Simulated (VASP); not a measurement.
A run of VASP 6.6.1 is set up as follows.

Contents of POSCAR:

```
Sb
1.0
   -1.8713408863      1.8713408863      1.8713408863
    1.8713408863     -1.8713408863      1.8713408863
    1.8713408863      1.8713408863     -1.8713408863
Sb
1
Direct
    0.0000000000      0.0000000000      0.0000000000
```

The input INCAR.step1:

```
SYSTEM = Sb
PREC = Accurate
ENCUT = 520
EDIFF = 1E-5
ISMEAR = -1
SIGMA = 0.05
LREAL = .False.
LASPH = .True.
NELM = 100
ALGO = Normal
ISIF = 2
LWAVE = .True.
NBANDS = 8
GGA = PE
```

Contents of INCAR.step2:

```
SYSTEM = Sb
PREC = Accurate
ENCUT = 520
EDIFF = 1E-7
ISMEAR = -1
SIGMA = 0.05
LREAL = .False.
LASPH = .True.
NELM = 100
ALGO = Normal
ISIF = 2
LWAVE = .False.
LCHARG = .True.
GGA = PE
LHFCALC = .True.
AEXX = 0.25
HFSCREEN = 0.1
PRECFOCK = Normal
LELF = .True.
LVHAR = .True.
NBANDS = 8
ISTART = 1
```

File KPOINTS:

```
Automatic mesh
0
Gamma
  5 5 5
  0 0 0
```

Potentials or basis: VASP PAW PBE potentials, release 64 (Sb).

The run is started by

```bash
$ cat potpaw_PBE.64/Sb/POTCAR > POTCAR
$ cp INCAR.step1 INCAR
$ mpirun -np 1 vasp_std > vasp.out
$ cp INCAR.step2 INCAR
$ mpirun -np 1 vasp_std > vasp.out
```

(1) Estimate the pressure.

(2) Estimate the band gap on the k mesh.

Results:

(1) -3.4 GPa.

(2) zero (an odd number of electrons rules out a gap without spin polarisation).

Caveat: the k points lie up to 0.47 Å⁻¹ apart, too coarse for converged energies and pressures of a metal; the PAW data sets were made with another functional, which shifts forces and pressure a little; spin-orbit coupling is left out, which moves the levels of the heavy elements.
